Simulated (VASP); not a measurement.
## BaTe: single point with PBE

BaTe:

```
Ba Te
1.0
     0.00000    3.99093    3.99093
     3.99093    0.00000    3.99093
     3.99093    3.99093    0.00000
Ba Te
1 1
Cartesian
  0.0000 0.0000 0.0000
  1.9955 1.9955 1.9955
```

```
Program                : VASP 6.6.1
Task                   : single point
Functional             : PBE
Potentials or basis    : VASP PAW PBE potentials, release 64 (Ba_sv, Te)
Cutoff                 : 520 eV
k mesh                 : 6 × 6 × 6
Occupations            : gaussian, width 0.01 eV
Spin                   : no spin polarisation
Dipole correction      : no
Further INCAR settings : ALGO = Normal; EDIFF = 1e-06; NBANDS = 15
```

```yaml
Pressure: -0.8 GPa
Band_gap_on_the_k_mesh: 2.49 eV (least direct gap 2.86 eV)
```

Levels at points of the mesh, in eV from the valence-band top:
```tsv
k point	band 5	band 6	band 7	band 8	band 9	band 10	band 11	band 12
(0.00, 0.00, 0.00)	-8.65	-0.37	-0.37	-0.37	2.49	4.06	4.06	5.89
(0.50, 0.00, 0.00)	-8.44	-0.64	-0.21	-0.21	3.92	4.24	4.24	4.40
(0.50, 0.50, 0.00)	-8.37	-0.87	0.00	0.00	2.93	3.82	4.84	4.84
```

Wall time 67 s on 1 thread of Intel Xeon 8259CL (shared host), peak memory 0.26 GiB.

Caveat: the structure was generated, so it needn't be the stable form of BaTe; spin-orbit coupling is left out, which moves the levels of the heavy elements. A k mesh can miss the band edges.
